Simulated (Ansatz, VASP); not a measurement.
## SnO: VASP beside Ansatz

Contents of INCAR:

```
SYSTEM = SnO
PREC = Accurate
ENCUT = 520
EDIFF = 1E-6
ISMEAR = 0
SIGMA = 0.15
LREAL = .False.
LASPH = .True.
NELM = 100
ALGO = Normal
ISIF = 2
LWAVE = .False.
LCHARG = .False.
GGA = CA
NBANDS = 28
```

The input KPOINTS:

```
regular mesh
0
Gamma
  12 12 10
  0 0 0
```

POSCAR

```
SnO
1.0
    3.4666175295      0.0000000000      0.0000000000
    0.0000000000      3.4666175295      0.0000000000
    0.0000000000      0.0000000000      4.8369714389
Sn O
2 2
Direct
    0.0000000000      0.5000000000      0.2457459271
    0.5000000000      0.0000000000      0.7542540729
    0.0000000000      0.0000000000      0.0000000000
    0.5000000000      0.5000000000      0.0000000000
```

Input for Ansatz:

```yaml
crystal:
  lattice:
    - [3.4666175295, 0.0, 0.0]
    - [0.0, 3.4666175295, 0.0]
    - [0.0, 0.0, 4.8369714389]
  atoms:
    - { symbol: Sn, position: [0.0, 0.5, 0.2457459271] }
    - { symbol: Sn, position: [0.5, 0.0, 0.7542540729] }
    - { symbol: O, position: [0.0, 0.0, 0.0] }
    - { symbol: O, position: [0.5, 0.5, 0.0] }
basis:
  ecutwfc: 520.0
kpoints:
  mp_grid: { grid: [12, 12, 10] }
hamiltonian:
  xc: lda
scf:
  occupations: { method: gaussian, width: 0.15 }
output:
  forces: true
  stress: true
  eigenvalues: true
```

Alike in both runs: task single point; functional LDA; k mesh 12 × 12 × 10; occupations gaussian, width 0.15 eV; no spin polarisation.

|  | VASP | Ansatz |
| --- | --- | --- |
| version | VASP 6.6.1 | Ansatz 0.2.0 |
| potentials or method | VASP PAW LDA potentials, release 64 (Sn_d, O), cutoff 520 eV | scalar-relativistic, plane waves, PAW |
| valence electrons in the cell | 40 | 40 |

|  | VASP | Ansatz | Ansatz less VASP |
| --- | --- | --- | --- |
| gap on the k mesh at the Fermi level (eV) | none | none | - |
| pressure (GPa) | 21.5 | 20.8 | -0.70 |
| traceless stress, the component that is largest in VASP (GPa) | -11.27 | -11.33 | -0.058 |
| rms of the force components (eV/Å) | 0.708 | 0.639 | -0.0690 |

LDA's correlation is that of Perdew and Zunger in VASP and of Perdew and Wang (1992) in Ansatz. Atom by atom the forces differ by 0.069 eV/Å (rms over components). A gap of «none» marks a metal or a gap that the smearing closes.
